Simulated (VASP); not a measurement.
# AlSn (P-6m2) in VASP: a series of runs

Aim: see how the results for AlSn move with the level of theory and the settings. Levels: PBEsol+D3(BJ), PBE, RPBE, revPBE. Tasks: single point.

Everything below comes from runs of VASP 6.6.1. Logs are shortened: lines on timing, memory, paths and dates and some standing lists are left out, and cuts for length are marked.

### Step 1. The cell of the first run

The structure is hexagonal, space group P-6m2 (No. 187). Conventional cell: a = 4.198 Å, b = 4.198 Å, c = 3.307 Å, α = 90.00°, β = 90.00°, γ = 120.00°. Within 3.9 Å of Sn (site symmetry -6m2) lie 6 Al at 2.93 Å and 2 Sn at 3.31 Å. Al (site symmetry -6m2) has 6 Sn at 2.93 Å and 2 Al at 3.31 Å within 3.9 Å.

### Step 2. Single point, PBEsol+D3(BJ)

INCAR

```
SYSTEM = AlSn
ALGO = Normal ; EDIFF = 1E-7
ENCUT = 520 ; GGA = PS
ISIF = 2 ; ISMEAR = -1
IVDW = 12 ; LASPH = .True.
LCHARG = .False. ; LREAL = .False.
LWAVE = .False. ; NBANDS = 16
NELM = 60 ; PREC = Accurate
SIGMA = 0.05
```

KPOINTS

```
k-points
0
Gamma
  7 7 8
  0 0 0
```

POSCAR

```
AlSn
1.0
    4.1981056157      0.0000000000      0.0000000000
   -2.0990528078      3.6356661109      0.0000000000
    0.0000000000      0.0000000000      3.3068470000
Sn Al
1 1
Direct
    0.3333333333      0.6666666667      0.5000000000
    0.0000000000      0.0000000000      0.0000000000
```

Potentials or basis: VASP PAW PBE potentials, release 64 (Sn_d, Al).

Started as:

```bash
$ cat potpaw_PBE.64/Sn_d/POTCAR potpaw_PBE.64/Al/POTCAR > POTCAR
$ mpirun -np 1 vasp_std > vasp.out
```

OUTCAR:

```text
SYSTEM = AlSn
   EDIFF = 1E-7
   ENCUT = 520
   GGA = PS
   ISIF = 2
   ISMEAR = -1
   IVDW = 12
   LASPH = .True.
   LREAL = .False.
   NELM = 60
   PREC = Accurate
 IVDW          = 12

 ion  position               nearest neighbor table
   1  0.333  0.667  0.500-   2 2.93   2 2.93   2 2.93   2 2.93   2 2.93   2 2.93
   2  0.000  0.000  0.000-   1 2.93   1 2.93   1 2.93   1 2.93   1 2.93   1 2.93

  LATTYP: Found a hexagonal cell.
 ALAT       =     4.1981056157
 C/A-ratio  =     0.7876998110

  Lattice vectors:

 A1 = (   4.1981056157,   0.0000000000,   0.0000000000)
 A2 = (  -2.0990528078,   3.6356661109,   0.0000000000)
 A3 = (   0.0000000000,   0.0000000000,   3.3068470000)

Analysis of symmetry for initial positions (statically):
=====================================================================
 Subroutine PRICEL returns:
 Original cell was already a primitive cell.

 Routine SETGRP: Setting up the symmetry group for a
 hexagonal supercell.

 Subroutine GETGRP returns: Found 12 space group operations
 (whereof 12 operations were pure point group operations)
 out of a pool of 24 trial point group operations.

The static configuration has the point symmetry D_3h.

Analysis of symmetry for dynamics (positions and initial velocities):
=====================================================================
 Subroutine PRICEL returns:
 Original cell was already a primitive cell.

 Routine SETGRP: Setting up the symmetry group for a
 hexagonal supercell.

 Subroutine GETGRP returns: Found 12 space group operations
 (whereof 12 operations were pure point group operations)
 out of a pool of 24 trial point group operations.

The dynamic configuration has the point symmetry D_3h.

 Subroutine INISYM returns: Found 12 space group operations
 (whereof 12 operations are pure point group operations),
 and found     1 'primitive' translations

----------------------------------------------------------------------------------------

                                     Primitive cell

  volume of cell :      50.4721

  direct lattice vectors                    reciprocal lattice vectors
     4.198105616  0.000000000  0.000000000     0.238202678  0.137526380  0.000000000
    -2.099052808  3.635666111  0.000000000     0.000000000  0.275052760  0.000000000
     0.000000000  0.000000000  3.306847000     0.000000000  0.000000000  0.302402863

  length of vectors
     4.198105616  4.198105616  3.306847000     0.275052760  0.275052760  0.302402863

  position of ions in fractional coordinates (direct lattice)
     0.333333333  0.666666667  0.500000000
     0.000000000  0.000000000  0.000000000

  ion indices of the primitive-cell ions
   primitive index   ion index
                 1           1
                 2           2

----------------------------------------------------------------------------------------

 KPOINTS: k-points

Automatic generation of k-mesh.
 Grid dimensions read from file:
 generate k-points for:    7    7    8

 Generating k-lattice:

  Cartesian coordinates                     Fractional coordinates (reciprocal lattice)
     0.034028954  0.019646626  0.000000000     0.142857143  0.000000000  0.000000000
     0.000000000  0.039293251  0.000000000     0.000000000  0.142857143  0.000000000
     0.000000000  0.000000000  0.037800358     0.000000000  0.000000000  0.125000000

  Length of vectors
     0.039293251  0.039293251  0.037800358

  Shift w.r.t. Gamma in fractional coordinates (k-lattice)
     0.000000000  0.000000000  0.000000000

 Subroutine IBZKPT returns following result:
 ===========================================

 Found     40 irreducible k-points:

 Following reciprocal coordinates:
            Coordinates               Weight
  0.000000  0.000000  0.000000      1.000000
  0.142857  0.000000  0.000000      6.000000
  0.285714  0.000000  0.000000      6.000000
  0.428571  0.000000  0.000000      6.000000
  0.142857  0.142857  0.000000      6.000000
  0.285714  0.142857  0.000000     12.000000
[... 16 lines left out ...]
  0.428571  0.142857  0.250000     12.000000
  0.285714  0.285714  0.250000     12.000000
 [... further k-points ...]
   k-points           NKPTS =     40   k-points in BZ     NKDIM =     40   number of bands    NBANDS=     16
   number of dos      NEDOS =    301   number of ions     NIONS =      2
   total plane-waves  NPLWV =  28672
   dimension x,y,z NGX =    32 NGY =   32 NGZ =   28
   dimension x,y,z NGXF=    64 NGYF=   64 NGZF=   56
   ions per type =               1   1
   NGX,Y,Z   is equivalent  to a cutoff of  12.67, 12.67, 14.08 a.u.
   NGXF,Y,Z  is equivalent  to a cutoff of  25.34, 25.34, 28.15 a.u.
 SYSTEM =  AlSn
   PREC   = accura    normal or accurate (medium, high low for compatibility)
   ISTART =      0    job   : 0-new  1-cont  2-samecut
   ICHARG =      2    charge: 1-file 2-atom 10-const
   ISPIN  =      1    spin polarized calculation?
   LNONCOLLINEAR =      F non collinear calculations
   LSORBIT =      F    spin-orbit coupling
   LASPH  =      T    aspherical Exc in radial PAW
   ENCUT  =  520.0 eV  38.22 Ry    6.18 a.u.   7.81  7.81  6.15*2*pi/ulx,y,z
   NELM   =     60;   NELMIN=  2; NELMDL= -5     # of ELM steps
   EDIFF  = 0.1E-06   stopping-criterion for ELM
   LREAL  =      F    real-space projection
   EDIFFG = 0.1E-05   stopping-criterion for IOM
   NSW    =      0    number of steps for IOM
   IBRION =     -1    ionic relax: 0-MD 1-quasi-New 2-CG
   NFREE  =      0    steps in history (QN), initial steepest desc. (CG)
   ISIF   =      2    stress and relaxation
   ISYM   =      2    0-nonsym 1-usesym 2-fastsym
   POTIM  = 0.5000    time-step for ionic-motion
   TEBEG  =    0.0;   TEEND  =   0.0 temperature during run
   PSTRESS=    0.0 pullay stress
   NELECT =      17.0000    total number of electrons
   NUPDOWN=      -1.0000    fix difference up-down
   EMIN   =  10.00;   EMAX   =-10.00  energy-range for DOS
   EFERMI =   0.00;   METHOD = LEGACY
   ISMEAR =    -1;   SIGMA  =   0.05  broadening in eV -4-tet -1-fermi 0-gaus
   EFERMI_NEDOS =   21; number of points for ismear=-14 and -15
   IALGO  =     38    algorithm
   IMIX   =      4    mixing-type and parameters
     AMIX     =   0.40;   BMIX     =  1.00
     AMIX_MAG =   1.60;   BMIX_MAG =  1.00
  volume/ion in A,a.u.               =      25.24       170.30
  Fermi-wavevector in a.u.,A,eV,Ry     =   1.139044  2.152482 17.652500  1.297422
  Thomas-Fermi vector in A             =   2.275748
   LORBIT       =      0    0 simple, 1 ext, 2 COOP (PROOUT), +10 PAW based schemes
   GGA     = PS    functional components
   LHFCALC =     F    Hartree Fock is set to
   AEXX    =    0.0000 exact exchange contribution
   IVDW    =    12    specifies the selected vdW correction
   LEPSILON=     F    determine dielectric tensor
   LRPA    =     F    only Hartree local field effects (RPA)
 non-spin polarized calculation
  energy-cutoff  :      520.00
  volume of cell :       50.47
 maximum number of plane-waves:      1374
 NGX is ok and might be reduce to    32
   NGX = 15   NGY = 15   NGZ = 13

 number of electron      16.9999999 magnetization

 Free energy of the ion-electron system (eV)
  ---------------------------------------------------
  ext. energy  EPLUGINS =         0.00000000
  ---------------------------------------------------
  free energy    TOTEN  =        -7.96595266 eV

  energy without entropy =       -7.96202027  energy(sigma->0) =       -7.96398647

 E-fermi :   6.3168     XC(G=0):  -9.6845

 val. band max:        6.2292932592   @ k =   0.2857   0.2857   0.2500
 cond. band min:       6.3298312997   @ k =   0.0000   0.0000   0.1250
 fundamental gap:      0.1005380405
 Fermi energy:         6.3168115151

 k-point     1 :       0.0000    0.0000    0.0000
  band No.  band energies     occupation
      1     -14.9444      2.00000
      2     -14.8391      2.00000
      3     -14.8391      2.00000
      4     -14.8180      2.00000
      5     -14.8180      2.00000
      6      -4.1479      2.00000
[... 8 lines left out ...]
     15      17.8593      0.00000
     16      19.1280      0.00000

 k-point     2 :       0.1429    0.0000    0.0000
  band No.  band energies     occupation
      1     -14.9428      2.00000
      2     -14.8395      2.00000
      3     -14.8353      2.00000
      4     -14.8193      2.00000
      5     -14.8184      2.00000
      6      -3.9372      2.00000
[... 8 lines left out ...]
     15      16.4150      0.00000
     16      18.7089      0.00000

 k-point     3 :       0.2857    0.0000    0.0000
  band No.  band energies     occupation
      1     -14.9394      2.00000
      2     -14.8405      2.00000
      3     -14.8268      2.00000
      4     -14.8220      2.00000
      5     -14.8191      2.00000
      6      -3.3307      2.00000
[... 8 lines left out ...]
     15      15.9330      0.00000
     16      17.7210      0.00000

 k-point     4 :       0.4286    0.0000    0.0000
  band No.  band energies     occupation
      1     -14.9368      2.00000
      2     -14.8412      2.00000
      3     -14.8242      2.00000
      4     -14.8200      2.00000
      5     -14.8197      2.00000
      6      -2.5178      2.00000
[... 8 lines left out ...]
     15      15.6622      0.00000
     16      17.3812      0.00000
[... 324 lines left out ...]
 k-point    22 :       0.2857    0.1429    0.2500
  band No.  band energies     occupation
      1     -14.8591      2.00000
      2     -14.8538      2.00000
      3     -14.8477      2.00000
      4     -14.8331      2.00000
      5     -14.8198      2.00000
      6      -1.9129      2.00000
[... 8 lines left out ...]
     15      16.7336      0.00000
     16      18.1385      0.00000

 k-point    23 :       0.4286    0.1429    0.2500
  band No.  band energies     occupation
      1     -14.8606      2.00000
      2     -14.8545      2.00000
      3     -14.8471      2.00000
      4     -14.8313      2.00000
      5     -14.8176      2.00000
      6      -1.3432      2.00000
[... 8 lines left out ...]
     15      16.7764      0.00000
     16      18.9907      0.00000

 k-point    24 :       0.2857    0.2857    0.2500
  band No.  band energies     occupation
      1     -14.8594      2.00000
      2     -14.8562      2.00000
      3     -14.8442      2.00000
      4     -14.8296      2.00000
      5     -14.8209      2.00000
      6      -1.2345      2.00000
[... 8 lines left out ...]
     15      18.4967      0.00000
     16      18.5507      0.00000

 [... further k-points ...]

------------------------ aborting loop because EDIFF is reached ----------------------------------------

 Edisp (eV)   -0.60934

 E8    (eV) :    -0.4224

  FORCE on cell =-STRESS in cart. coord.  units (eV):
  Direction    XX          YY          ZZ          XY          YZ          ZX
  --------------------------------------------------------------------------------------
  -------------------------------------------------------------------------------------
  Total      -1.20578    -1.20578    -1.17400    -0.00000    -0.00000     0.00000
  in kB     -38.27611   -38.27611   -37.26730    -0.00000    -0.00000     0.00000
  external pressure =      -37.94 kB  Pullay stress =        0.00 kB

 VOLUME and BASIS-vectors are now :
 -----------------------------------------------------------------------------
  energy-cutoff  :      520.00
  volume of cell :       50.47
      direct lattice vectors                 reciprocal lattice vectors
     4.198105616  0.000000000  0.000000000     0.238202678  0.137526380  0.000000000
    -2.099052808  3.635666111  0.000000000     0.000000000  0.275052760  0.000000000
     0.000000000  0.000000000  3.306847000     0.000000000  0.000000000  0.302402863

 POSITION                                       TOTAL-FORCE (eV/Angst)
 -----------------------------------------------------------------------------------
     -0.00000      2.42378      1.65342         0.000000     -0.000000      0.000000
      0.00000      0.00000      0.00000        -0.000000      0.000000      0.000000
 -----------------------------------------------------------------------------------
    total drift:                                0.000000     -0.000000     -0.000000

  FREE ENERGIE OF THE ION-ELECTRON SYSTEM (eV)
  ---------------------------------------------------
  free  energy   TOTEN  =        -8.5752900092 eV

  energy  without entropy=       -8.5713576195  energy(sigma->0) =       -8.57332381
```

Wall time 15 s (1 thread of Intel Xeon Platinum 8559C (Emerald Rapids), shared host); peak memory 0.19 GiB.

What came out:

```yaml
Free_energy: -8.5753 eV
Pressure: -3.8 GPa
Dispersion_energy_per_atom: -0.305 eV
```

Levels at points of the mesh, in eV from the Fermi level:
```tsv
k point	band 5	band 6	band 7	band 8	band 9	band 10	band 11	band 12
(0.00, 0.00, 0.00)	-21.13	-10.46	-0.22	-0.22	0.69	2.59	3.12	3.12
(0.00, 0.00, 0.50)	-21.08	-7.45	-6.21	2.70	2.70	3.61	3.61	3.76
```

Caveat: three body term missing; the PAW data sets were made with another functional, which shifts forces and pressure a little; spin-orbit coupling is left out, which moves the levels of the heavy elements; pairwise dispersion overbinds metals, which lowers pressure and volume.

### Step 3. Single point, PBE

This run uses another cell than the first one, of 25.35 Å³/atom, 1.004 times its volume.

INCAR

```
PREC = Accurate ; ENCUT = 520
EDIFF = 1E-7 ; ISMEAR = -1
SIGMA = 0.05 ; LREAL = False
LASPH = True ; NELM = 60
ALGO = Normal ; ISIF = 2
LWAVE = False ; LCHARG = False
GGA = PE ; NBANDS = 16
```

KPOINTS

```
Automatic mesh
0
Gamma
  7 7 8
```

POSCAR

```
AlSn
1.0
    4.2007785720      0.0000000000      0.0000000000
   -2.1003892860      3.6379809591      0.0000000000
    0.0000000000      0.0000000000      3.3172396838
Sn Al
1 1
Direct
    0.3333333333      0.6666666667      0.5000000000
    0.0000000000      0.0000000000      0.0000000000
```

Potentials or basis: VASP PAW PBE potentials, release 64 (Sn_d, Al).

Started as:

```bash
$ cat potpaw_PBE.64/Sn_d/POTCAR potpaw_PBE.64/Al/POTCAR > POTCAR
$ mpirun -np 1 vasp_std > vasp.out
```

Run time: 14 s. Hardware: 1 thread of Intel Xeon Platinum 8559C (Emerald Rapids), shared host; peak memory 0.18 GiB.

Results (log left out):

```
Free energy : -7.2030 eV
Pressure    : 0.0 GPa
```

Levels at points of the mesh, in eV from the Fermi level:
| k point | band 4 | band 5 | band 6 | band 7 | band 8 | band 9 | band 10 | band 11 | band 12 | band 13 |
| --- | --- | --- | --- | --- | --- | --- | --- | --- | --- | --- |
| (0.00, 0.00, 0.00) | -21.24 | -21.24 | -10.42 | -0.20 | -0.20 | 0.69 | 2.55 | 3.14 | 3.14 | 5.15 |
| (0.00, 0.00, 0.50) | -21.25 | -21.19 | -7.42 | -6.20 | 2.72 | 2.72 | 3.57 | 3.57 | 3.76 | 4.15 |

Caveat: spin-orbit coupling is left out, which moves the levels of the heavy elements.

### Step 4. Single point, RPBE

This run uses another cell than the first one, of 26.01 Å³/atom, 1.031 times its volume.

INCAR

```
PREC = Accurate ; ENCUT = 520
EDIFF = 1E-7 ; ISMEAR = -1
SIGMA = 0.05 ; LREAL = False
LASPH = True ; NELM = 60
ALGO = Fast ; ISIF = 2
LWAVE = False ; LCHARG = False
GGA = RP ; NBANDS = 16
```

KPOINTS is that of step 3.

POSCAR

```
AlSn
1.0
    4.2425208146      0.0000000000      0.0000000000
   -2.1212604073      3.6741308016      0.0000000000
    0.0000000000      0.0000000000      3.3372393535
Sn Al
1 1
Direct
    0.3333333333      0.6666666667      0.5000000000
    0.0000000000      0.0000000000      0.0000000000
```

Started as:

```bash
$ cat potpaw_PBE.64/Sn_d/POTCAR potpaw_PBE.64/Al/POTCAR > POTCAR
$ mpirun -np 1 vasp_std > vasp.out
```

Run time: 18 s. Hardware: 1 thread of Intel Xeon Platinum 8559C (Emerald Rapids), shared host; peak memory 0.18 GiB.

The run converged. Its results:

- Free energy: -6.5979 eV
- Pressure: -0.1 GPa

Levels at points of the mesh, in eV from the Fermi level:
```tsv
k point	band 5	band 6	band 7	band 8	band 9	band 10	band 11	band 12
(0.00, 0.00, 0.00)	-21.29	-10.25	-0.22	-0.22	0.57	2.58	3.09	3.09
(0.00, 0.00, 0.50)	-21.24	-7.30	-6.07	2.66	2.66	3.50	3.50	3.62
```

Caveat: the PAW data sets were made with another functional, which shifts forces and pressure a little; spin-orbit coupling is left out, which moves the levels of the heavy elements.

### Step 5. Single point, revPBE

This run uses another cell than the first one, of 25.83 Å³/atom, 1.023 times its volume.

INCAR

```
ALGO = Normal
EDIFF = 1E-6
ENCUT = 520
GGA = RE
ISIF = 2
ISMEAR = -1
LASPH = T
LCHARG = T
LELF = T
LREAL = F
LVHAR = T
LWAVE = F
NBANDS = 16
NELM = 80
PREC = Accurate
SIGMA = 0.05
```

KPOINTS

```
k-points
0
Gamma
  7 7 8
```

POSCAR

```
AlSn
1.0
    4.2311304598      0.0000000000      0.0000000000
   -2.1155652299      3.6642664649      0.0000000000
    0.0000000000      0.0000000000      3.3318408767
Sn Al
1 1
Direct
    0.3333333333      0.6666666667      0.5000000000
    0.0000000000      0.0000000000      0.0000000000
```

Started as:

```bash
$ cat potpaw_PBE.64/Sn_d/POTCAR potpaw_PBE.64/Al/POTCAR > POTCAR
$ mpirun -np 1 vasp_std > vasp.out
```

Run time: 16 s. Hardware: 1 thread of Intel Xeon Platinum 8559C (Emerald Rapids), shared host; peak memory 0.18 GiB.

Results (log left out):

```
Free energy : -6.7032 eV
Pressure    : -0.1 GPa
```

Levels at points of the mesh, in eV from the Fermi level:
```
           k point  band 6  band 7  band 8  band 9  band 10  band 11
(0.00, 0.00, 0.00)  -10.29   -0.22   -0.22    0.61     2.57     3.10
(0.00, 0.00, 0.50)   -7.33   -6.11    2.67    2.67     3.52     3.52
```

Caveat: the PAW data sets were made with another functional, which shifts forces and pressure a little; spin-orbit coupling is left out, which moves the levels of the heavy elements.

### Step 6. Summary

| level | cell | gap on the mesh (eV) | pressure (GPa) |
| --- | --- | --- | --- |
| PBEsol+D3(BJ) | a = 4.198, b = 4.198, c = 3.307 Å, angles 90.0, 90.0, 120.0°, 2 atoms | none | -3.8 |
| PBE | a = 4.201, b = 4.201, c = 3.317 Å, angles 90.0, 90.0, 120.0°, 2 atoms | none | 0.0 |
| RPBE | a = 4.243, b = 4.243, c = 3.337 Å, angles 90.0, 90.0, 120.0°, 2 atoms | none | -0.1 |
| revPBE | a = 4.231, b = 4.231, c = 3.332 Å, angles 90.0, 90.0, 120.0°, 2 atoms | none | -0.1 |

Alike in all rows: task single point; potentials or basis VASP PAW PBE potentials, release 64 (Sn_d, Al); no spin polarisation; k mesh 7 × 7 × 8; cutoff (eV) 520; smearing fermi-dirac 0.05 eV.

Caveats: spin-orbit coupling is left out, which moves the levels of the heavy elements; the PAW data sets were made with another functional, which shifts forces and pressure a little (some runs); three body term missing (some runs); pairwise dispersion overbinds metals, which lowers pressure and volume (some runs).

Absolute energies hang on the potentials; compare differences alone.
